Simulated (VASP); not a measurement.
Wanted: the native input for a VASP 6.6.1 run.

* Task: single point
* Functional: PBE
* Potentials or basis: VASP PAW PBE potentials, release 64 (Te, Sn_d)
* Cutoff: 520 eV
* k mesh: 7 × 7 × 7
* Occupations: gaussian, width 0.05 eV
* Spin: no spin polarisation
* Dipole correction: no
* Further INCAR settings: ALGO = Normal; EDIFF = 1e-06; NBANDS = 17

The structure of SnTe lies in POSCAR:

```
SnTe
1.0
    3.9047000000      0.0000000000      0.0000000000
    0.0000000000      3.9047000000      0.0000000000
    0.0000000000      0.0000000000      3.9047000000
Te Sn
1 1
Direct
    0.5000000000      0.5000000000      0.5000000000
    0.0000000000      0.0000000000      0.0000000000
```

These files were run (other wordings do the same):

INCAR

```
SYSTEM = SnTe
ALGO = Normal
EDIFF = 1E-6
ENCUT = 520
GGA = PE
ISIF = 2
ISMEAR = 0
LASPH = .TRUE.
LCHARG = .FALSE.
LREAL = .FALSE.
LWAVE = .FALSE.
NBANDS = 17
NELM = 60
PREC = Accurate
SIGMA = 0.05
```

KPOINTS

```
k-points
0
G
  7 7 7
  0 0 0
```

Potentials or basis: VASP PAW PBE potentials, release 64 (Te, Sn_d).

Launch:

```console
$ cat potpaw_PBE.64/Te/POTCAR potpaw_PBE.64/Sn_d/POTCAR > POTCAR
$ mpirun -np 1 vasp_std > vasp.out
```

Results of the run:

```json
{
  "Pressure": "-1.2 GPa",
  "Band gap on the k mesh": "zero (band 10 reaches 7.22 eV, above the bottom of band 11 at 6.18 eV)"
}
```

Caveat: spin-orbit coupling is left out, which moves the levels of the heavy elements.

Wall time 14 s on 1 thread of Intel(R) Xeon(R) Platinum 8488C (Sapphire Rapids) (shared host), peak memory 0.17 GiB.
